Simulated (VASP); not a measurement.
# GaAs (F-43m) in VASP: a series of runs, part 2 of 2

VASP 6.6.1. Earlier steps stand in the parts before.

## Step 3: Single point, PBE

INCAR reads:

```
SYSTEM = GaAs
PREC = Accurate ; ENCUT = 500
EDIFF = 1E-6 ; ISMEAR = -1
SIGMA = 0.04 ; LREAL = .FALSE.
LASPH = .TRUE. ; NELM = 120
ALGO = Normal ; ISIF = 2
LWAVE = .FALSE. ; LCHARG = .FALSE.
GGA = PE ; NBANDS = 16
GGA_COMPAT = .FALSE.
```

KPOINTS reads:

```
regular mesh
0
G
  3 3 3
  0 0 0
```

POSCAR reads:

```
GaAs
1.0
    0.0000000000      2.8268500000      2.8268500000
    2.8268500000      0.0000000000      2.8268500000
    2.8268500000      2.8268500000      0.0000000000
As Ga
1 1
Direct
    0.7500000000      0.7500000000      0.7500000000
    0.0000000000      0.0000000000      0.0000000000
```

Potentials or basis: VASP PAW PBE potentials, release 64 (As, Ga_d).

Launch:

```bash
cat potpaw_PBE.64/As/POTCAR potpaw_PBE.64/Ga_d/POTCAR > POTCAR
mpirun -np 1 vasp_std > vasp.out
```

OUTCAR:

```text
SYSTEM = GaAs
   PREC = Accurate
   ENCUT = 500
   EDIFF = 1E-6
   ISMEAR = -1
   LREAL = .FALSE.
   LASPH = .TRUE.
   NELM = 120
   ISIF = 2
   GGA = PE

 ion  position               nearest neighbor table
   1  0.750  0.750  0.750-   2 2.45   2 2.45   2 2.45   2 2.45
   2  0.000  0.000  0.000-   1 2.45   1 2.45   1 2.45   1 2.45

  LATTYP: Found a face centered cubic cell.
 ALAT       =     5.6537000000

  Lattice vectors:

 A1 = (   0.0000000000,   2.8268500000,   2.8268500000)
 A2 = (   2.8268500000,   0.0000000000,   2.8268500000)
 A3 = (   2.8268500000,   2.8268500000,   0.0000000000)

Analysis of symmetry for initial positions (statically):
=====================================================================
 Subroutine PRICEL returns:
 Original cell was already a primitive cell.

 Routine SETGRP: Setting up the symmetry group for a
 face centered cubic supercell.

 Subroutine GETGRP returns: Found 24 space group operations
 (whereof 24 operations were pure point group operations)
 out of a pool of 48 trial point group operations.

The static configuration has the point symmetry T_d .

Analysis of symmetry for dynamics (positions and initial velocities):
=====================================================================
 Subroutine PRICEL returns:
 Original cell was already a primitive cell.

 Routine SETGRP: Setting up the symmetry group for a
 face centered cubic supercell.

 Subroutine GETGRP returns: Found 24 space group operations
 (whereof 24 operations were pure point group operations)
 out of a pool of 48 trial point group operations.

The dynamic configuration has the point symmetry T_d .

 Subroutine INISYM returns: Found 24 space group operations
 (whereof 24 operations are pure point group operations),
 and found     1 'primitive' translations

----------------------------------------------------------------------------------------

                                     Primitive cell

  volume of cell :      45.1792

  direct lattice vectors                    reciprocal lattice vectors
     0.000000000  2.826850000  2.826850000    -0.176875321  0.176875321  0.176875321
     2.826850000  0.000000000  2.826850000     0.176875321 -0.176875321  0.176875321
     2.826850000  2.826850000  0.000000000     0.176875321  0.176875321 -0.176875321

  length of vectors
     3.997769609  3.997769609  3.997769609     0.306357042  0.306357042  0.306357042

  position of ions in fractional coordinates (direct lattice)
     0.750000000  0.750000000  0.750000000
     0.000000000  0.000000000  0.000000000

  ion indices of the primitive-cell ions
   primitive index   ion index
                 1           1
                 2           2

----------------------------------------------------------------------------------------

 KPOINTS: regular mesh

Automatic generation of k-mesh.
 Grid dimensions read from file:
 generate k-points for:    3    3    3

 Generating k-lattice:

  Cartesian coordinates                     Fractional coordinates (reciprocal lattice)
    -0.058958440  0.058958440  0.058958440     0.333333333  0.000000000  0.000000000
     0.058958440 -0.058958440  0.058958440     0.000000000  0.333333333  0.000000000
     0.058958440  0.058958440 -0.058958440     0.000000000  0.000000000  0.333333333

  Length of vectors
     0.102119014  0.102119014  0.102119014

  Shift w.r.t. Gamma in fractional coordinates (k-lattice)
     0.000000000  0.000000000  0.000000000

 Subroutine IBZKPT returns following result:
 ===========================================

 Found      4 irreducible k-points:

 Following reciprocal coordinates:
            Coordinates               Weight
  0.000000  0.000000  0.000000      1.000000
  0.333333  0.000000  0.000000      8.000000
  0.333333  0.333333  0.000000      6.000000
 -0.333333  0.333333  0.000000     12.000000
   k-points           NKPTS =      4   k-points in BZ     NKDIM =      4   number of bands    NBANDS=     16
   number of dos      NEDOS =    301   number of ions     NIONS =      2
   total plane-waves  NPLWV =  27000
   dimension x,y,z NGX =    30 NGY =   30 NGZ =   30
   dimension x,y,z NGXF=    60 NGYF=   60 NGZF=   60
   ions per type =               1   1
   NGX,Y,Z   is equivalent  to a cutoff of  12.48, 12.48, 12.48 a.u.
   NGXF,Y,Z  is equivalent  to a cutoff of  24.95, 24.95, 24.95 a.u.
 SYSTEM =  GaAs
   PREC   = accura    normal or accurate (medium, high low for compatibility)
   ISTART =      0    job   : 0-new  1-cont  2-samecut
   ICHARG =      2    charge: 1-file 2-atom 10-const
   ISPIN  =      1    spin polarized calculation?
   LNONCOLLINEAR =      F non collinear calculations
   LSORBIT =      F    spin-orbit coupling
   LASPH  =      T    aspherical Exc in radial PAW
   ENCUT  =  500.0 eV  36.75 Ry    6.06 a.u.   7.29  7.29  7.29*2*pi/ulx,y,z
   NELM   =    120;   NELMIN=  2; NELMDL= -5     # of ELM steps
   EDIFF  = 0.1E-05   stopping-criterion for ELM
   LREAL  =      F    real-space projection
   EDIFFG = 0.1E-04   stopping-criterion for IOM
   NSW    =      0    number of steps for IOM
   IBRION =     -1    ionic relax: 0-MD 1-quasi-New 2-CG
   NFREE  =      0    steps in history (QN), initial steepest desc. (CG)
   ISIF   =      2    stress and relaxation
   ISYM   =      2    0-nonsym 1-usesym 2-fastsym
   POTIM  = 0.5000    time-step for ionic-motion
   TEBEG  =    0.0;   TEEND  =   0.0 temperature during run
   PSTRESS=    0.0 pullay stress
   NELECT =      18.0000    total number of electrons
   NUPDOWN=      -1.0000    fix difference up-down
   EMIN   =  10.00;   EMAX   =-10.00  energy-range for DOS
   EFERMI =   0.00;   METHOD = LEGACY
   ISMEAR =    -1;   SIGMA  =   0.04  broadening in eV -4-tet -1-fermi 0-gaus
   EFERMI_NEDOS =   21; number of points for ismear=-14 and -15
   IALGO  =     38    algorithm
   IMIX   =      4    mixing-type and parameters
     AMIX     =   0.40;   BMIX     =  1.00
     AMIX_MAG =   1.60;   BMIX_MAG =  1.00
  volume/ion in A,a.u.               =      22.59       152.44
  Fermi-wavevector in a.u.,A,eV,Ry     =   1.204628  2.276417 19.743799  1.451128
  Thomas-Fermi vector in A             =   2.340347
   LORBIT       =      0    0 simple, 1 ext, 2 COOP (PROOUT), +10 PAW based schemes
   GGA     = PE    functional components
   LHFCALC =     F    Hartree Fock is set to
   AEXX    =    0.0000 exact exchange contribution
   IVDW    =     0    specifies the selected vdW correction
   LEPSILON=     F    determine dielectric tensor
   LRPA    =     F    only Hartree local field effects (RPA)
 non-spin polarized calculation
  energy-cutoff  :      500.00
  volume of cell :       45.18
 maximum number of plane-waves:      1150
 NGX is ok and might be reduce to    30
   NGX = 15   NGY = 15   NGZ = 15

 number of electron      17.9999995 magnetization

 Free energy of the ion-electron system (eV)
  ---------------------------------------------------
  ext. energy  EPLUGINS =         0.00000000
  ---------------------------------------------------
  free energy    TOTEN  =        -7.66744661 eV

  energy without entropy =       -7.66729455  energy(sigma->0) =       -7.66737058

 E-fermi :   4.3253     XC(G=0):  -9.5152

 val. band max:        4.0559801006   @ k =   0.0000   0.0000   0.0000
 cond. band min:       4.5504927684   @ k =   0.0000   0.0000   0.0000
 fundamental gap:      0.4945126678
 Fermi energy:         4.3252563351

 k-point     1 :       0.0000    0.0000    0.0000
  band No.  band energies     occupation
      1     -10.8857      2.00000
      2     -10.8857      2.00000
      3     -10.8857      2.00000
      4     -10.8100      2.00000
      5     -10.8100      2.00000
      6      -8.6762      2.00000
[... 8 lines left out ...]
     15      14.1046      0.00000
     16      14.1046      0.00000

 k-point     2 :       0.3333    0.0000    0.0000
  band No.  band energies     occupation
      1     -10.9427      2.00000
      2     -10.8703      2.00000
      3     -10.8703      2.00000
      4     -10.8082      2.00000
      5     -10.8082      2.00000
      6      -7.5228      2.00000
[... 8 lines left out ...]
     15      13.6575      0.00000
     16      13.6575      0.00000

 k-point     3 :       0.3333    0.3333    0.0000
  band No.  band energies     occupation
      1     -10.9689      2.00000
      2     -10.8498      2.00000
      3     -10.8498      2.00000
      4     -10.8281      2.00000
      5     -10.8005      2.00000
      6      -7.1071      2.00000
[... 8 lines left out ...]
     15      15.8699      0.00000
     16      17.1100      0.00000

 k-point     4 :      -0.3333    0.3333    0.0000
  band No.  band energies     occupation
      1     -10.9725      2.00000
      2     -10.8562      2.00000
      3     -10.8489      2.00000
      4     -10.8178      2.00000
      5     -10.8067      2.00000
      6      -6.3364      2.00000
[... 8 lines left out ...]
     15      13.6587      0.00000
     16      18.2989      0.00000

------------------------ aborting loop because EDIFF is reached ----------------------------------------

  FORCE on cell =-STRESS in cart. coord.  units (eV):
  Direction    XX          YY          ZZ          XY          YZ          ZX
  --------------------------------------------------------------------------------------
  -------------------------------------------------------------------------------------
  Total        1.3143121      1.3143121      1.3143121     -0.0000000      0.0000000     -0.0000000
  in kB       46.6091079     46.6091079     46.6091079     -0.0000000      0.0000000     -0.0000000
  external PRESSURE =      46.6091079 kB  Pullay stress =       0.0000000 kB

 VOLUME and BASIS-vectors are now :
 -----------------------------------------------------------------------------
  energy-cutoff  :      500.00
  volume of cell :       45.18
      direct lattice vectors                 reciprocal lattice vectors
     0.000000000  2.826850000  2.826850000    -0.176875321  0.176875321  0.176875321
     2.826850000  0.000000000  2.826850000     0.176875321 -0.176875321  0.176875321
     2.826850000  2.826850000  0.000000000     0.176875321  0.176875321 -0.176875321

 POSITION                                       TOTAL-FORCE (eV/Angst)
 -----------------------------------------------------------------------------------
      4.24027      4.24027      4.24027        -0.000000     -0.000000     -0.000000
      0.00000      0.00000      0.00000         0.000000      0.000000      0.000000
 -----------------------------------------------------------------------------------
    total drift:                                0.000000      0.000000     -0.000000

  FREE ENERGIE OF THE ION-ELECTRON SYSTEM (eV)
  ---------------------------------------------------
  free  energy   TOTEN  =        -7.6674466114 eV

  energy  without entropy=       -7.6672945529  energy(sigma->0) =       -7.66737058
```

OSZICAR:

```text
N       E                     dE             d eps       ncg     rms          rms(c)
DAV:   1     0.838946589878E+02    0.83895E+02   -0.87190E+03   136   0.148E+03
DAV:   2    -0.615526018352E+00   -0.84510E+02   -0.79290E+02   152   0.319E+02
DAV:   3    -0.778677986101E+01   -0.71713E+01   -0.71546E+01   144   0.711E+01
DAV:   4    -0.789314097968E+01   -0.10636E+00   -0.10635E+00   176   0.891E+00
DAV:   5    -0.789445526511E+01   -0.13143E-02   -0.13143E-02   136   0.968E-01    0.312E+00
DAV:   6    -0.769014851893E+01    0.20431E+00   -0.29782E-01   200   0.888E+00    0.189E+00
DAV:   7    -0.766314792107E+01    0.27001E-01   -0.93767E-02   136   0.204E+00    0.637E-01
DAV:   8    -0.766629726204E+01   -0.31493E-02   -0.15636E-02   144   0.133E+00    0.142E-01
DAV:   9    -0.766719887880E+01   -0.90162E-03   -0.15289E-03   136   0.427E-01    0.563E-02
DAV:  10    -0.766734865399E+01   -0.14978E-03   -0.12342E-04   160   0.118E-01    0.322E-02
DAV:  11    -0.766744612464E+01   -0.97471E-04   -0.12331E-04   128   0.810E-02    0.321E-03
DAV:  12    -0.766744661136E+01   -0.48672E-06   -0.21416E-06   176   0.169E-02
   1 F= -.76674466E+01 E0= -.76673706E+01  d E =-.152058E-03
```

stdout:

```text
POSCAR found type information on POSCAR AsGa
 POSCAR found :  2 types and       2 ions
 scaLAPACK will be used
 LDA part: xc-table for (Slater+PW92), standard interpolation
 POSCAR, INCAR and KPOINTS ok, starting setup
 FFT: planning ... GRIDC
 FFT: planning ... GRID_SOFT
 FFT: planning ... GRID
 WAVECAR not read
 entering main loop
```

Wall time 12 s (1 thread of Intel Xeon Platinum 8259CL at 2.50GHz (Skylake/Cascade Lake), shared host); peak memory 0.16 GiB.

What came out:

* Free energy: -7.6674 eV
* Pressure: 4.7 GPa
* Band gap on the k mesh: 0.49 eV, direct

Caveat: the k points lie up to 0.64 Å⁻¹ apart.

## Step 4: Single point, r2SCAN+rVV10

This run uses another cell than the first one, of 22.51 Å³/atom, 0.996 times its volume.

POSCAR reads:

```
GaAs
1.0
    0.0000000000      2.8234862620      2.8234862620
    2.8234862620      0.0000000000      2.8234862620
    2.8234862620      2.8234862620      0.0000000000
As Ga
1 1
Direct
    0.7500000000      0.7500000000      0.7500000000
    0.0000000000      0.0000000000      0.0000000000
```

INCAR.step1 reads:

```
SYSTEM = GaAs
PREC = Accurate
ENCUT = 520
ISMEAR = -1
SIGMA = 0.05
LREAL = .FALSE.
LASPH = .TRUE.
NELM = 100
NBANDS = 16
GGA = PE
ALGO = Normal
EDIFF = 1E-4
LWAVE = .TRUE.
LCHARG = .FALSE.
```

INCAR.step2 reads:

```
SYSTEM = GaAs
PREC = Accurate
ENCUT = 520
EDIFF = 1E-6
ISMEAR = -1
SIGMA = 0.05
LREAL = .FALSE.
LASPH = .TRUE.
NELM = 100
ALGO = Normal
ISIF = 2
LWAVE = .FALSE.
LCHARG = .FALSE.
METAGGA = R2SCAN
LMIXTAU = .TRUE.
LUSE_VDW = .TRUE.
IVDW_NL = 2
BPARAM = 11.95
CPARAM = 0.0093
NBANDS = 16
ISTART = 1
```

KPOINTS reads:

```
regular mesh
0
G
  8 8 8
  0 0 0
```

Launch:

```bash
cat potpaw_PBE.64/As/POTCAR potpaw_PBE.64/Ga_d/POTCAR > POTCAR
cp INCAR.step1 INCAR
mpirun -np 1 vasp_std > vasp.out
cp INCAR.step2 INCAR
mpirun -np 1 vasp_std > vasp.out
```

It took 2.2 min on 1 thread of Intel Xeon 6975P-C, shared host; peak memory 0.29 GiB.

Results (log left out):

| Quantity | Value |
| --- | --- |
| Free energy | -26.5014 eV |
| Pressure | 0.1 GPa |
| Band gap on the k mesh | 1.01 eV, direct |

Levels at points of the mesh, in eV from the valence-band top:
| k point | band 6 | band 7 | band 8 | band 9 | band 10 | band 11 | band 12 | band 13 |
| --- | --- | --- | --- | --- | --- | --- | --- | --- |
| (0.00, 0.00, 0.00) | -13.25 | 0.00 | 0.00 | 0.00 | 1.01 | 4.03 | 4.03 | 4.03 |
| (0.50, 0.00, 0.00) | -11.38 | -6.85 | -1.19 | -1.19 | 1.35 | 4.96 | 4.96 | 8.20 |
| (0.50, 0.50, 0.00) | -10.59 | -7.02 | -2.80 | -2.80 | 1.69 | 1.91 | 10.89 | 10.89 |

Caveat: the PAW data sets were made with another functional, which shifts forces and pressure a little.

## Step 5: Single point, PBE

INCAR reads:

```
  PREC = Accurate
  ENCUT = 520
  EDIFF = 1E-7
  ISMEAR = -1
  SIGMA = 0.04
  LREAL = F
  LASPH = T
  NELM = 100
  ALGO = Normal
  ISIF = 2
  LWAVE = F
  LCHARG = F
  GGA = PE
  NBANDS = 16
```

KPOINTS reads:

```
regular mesh
0
Gamma
  6 6 6
```

POSCAR reads:

```
GaAs
1.0
    0.0000000000      2.8268500000      2.8268500000
    2.8268500000      0.0000000000      2.8268500000
    2.8268500000      2.8268500000      0.0000000000
As Ga
1 1
Direct
    0.7500000000      0.7500000000      0.7500000000
    0.0000000000      0.0000000000      0.0000000000
```

Launch:

```bash
cat potpaw_PBE.64/As/POTCAR potpaw_PBE.64/Ga_d/POTCAR > POTCAR
mpirun -np 1 vasp_std > vasp.out
```

It took 7.5 s on 1 thread of Intel Xeon 6975P-C (Granite Rapids), shared host; peak memory 0.17 GiB.

The run converged. Its results:

```
Free energy            : -8.2270 eV
Pressure               : 3.5 GPa
Band gap on the k mesh : 0.52 eV, direct
```

Levels at points of the mesh, in eV from the valence-band top:
| k point | band 7 | band 8 | band 9 | band 10 | band 11 | band 12 |
| --- | --- | --- | --- | --- | --- | --- |
| (0.00, 0.00, 0.00) | 0.00 | 0.00 | 0.00 | 0.52 | 3.72 | 3.72 |
| (0.50, 0.00, 0.00) | -6.64 | -1.14 | -1.14 | 1.00 | 4.63 | 4.63 |
| (0.50, 0.50, 0.00) | -6.82 | -2.68 | -2.68 | 1.46 | 1.65 | 10.16 |

A k mesh can miss the band edges. PBE gaps usually lie below the measured ones, often by a third to a half.

## Step 6: The runs side by side

| task | level | cell | k mesh | cutoff (eV) | smearing | gap on the mesh (eV) | pressure (GPa) |
| --- | --- | --- | --- | --- | --- | --- | --- |
| relaxation of cell and atoms | RPBE+D4 | relaxed from a = 3.998 Å, angles 60.0°, 2 atoms | 8 × 8 × 8 | 500 | fermi-dirac 0.05 eV | 0.74 | 0.0 |
| single point | PBE | a = 3.998 Å, angles 60.0°, 2 atoms | 3 × 3 × 3 | 500 | fermi-dirac 0.04 eV | 0.49 | 4.7 |
| single point | r2SCAN+rVV10 | a = 3.993 Å, angles 60.0°, 2 atoms | 8 × 8 × 8 | 520 | fermi-dirac 0.05 eV | 1.01 | 0.1 |
| single point | PBE | a = 3.998 Å, angles 60.0°, 2 atoms | 6 × 6 × 6 | 520 | fermi-dirac 0.04 eV | 0.52 | 3.5 |

Alike in all rows: potentials or basis VASP PAW PBE potentials, release 64 (As, Ga_d); no spin polarisation.

Caveats: some runs use coarse meshes; the PAW data sets were made with another functional, which shifts forces and pressure a little (some runs).

Total energies depend on the potentials used, so only differences within one code and one set of settings carry meaning.

## Step 7: Against experiment

Step 4. A measured gap of GaAs is 1.412 eV (direct; 300 K; “Evidence of valence band perturbations in GaAsN/GaAs(001): A combined variable-angle spectroscopic ellipsometry and modulated photoreflectance investigation”, 2008, arxiv:0805.2212); the calculated 1.01 eV misses it by -0.40 eV. 3 values of this kind are on record (1.412 to 1.51 eV); this one was drawn at random among those near their median, those with a stated uncertainty first. Spin-orbit coupling on As, Ga is left out. The value is that of r2SCAN+rVV10 on a finite k mesh, which can miss the band edges, without temperature or zero-point motion.
